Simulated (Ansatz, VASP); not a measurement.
## One calculation of Ba, two programs

```
Ba
1.0
    -3.77326    3.77230    2.04258
     3.77230   -3.77326    2.04258
     3.77502    3.77502   -2.04434
Ba
2
Cartesian
  3.7719 -3.7729 2.0426
  0.0010 3.7730 1.0204
```

Alike in both runs: task single point; functional PBE; k mesh 10 × 10 × 7; occupations fermi-dirac, width 0.1 eV; no spin polarisation.

|  | VASP | Ansatz |
| --- | --- | --- |
| version | VASP 6.6.1 | Ansatz 0.2.0 |
| potentials or method | VASP PAW PBE potentials, release 64 (Ba_sv), cutoff 520 eV | plane waves (420 eV) with PAW, scalar-relativistic |
| valence electrons in the cell | 20 | 20 |

|  | VASP | Ansatz | Ansatz less VASP |
| --- | --- | --- | --- |
| pressure (GPa) | 0.4 | 0.3 | -0.12 |

Spin-orbit coupling is off throughout.
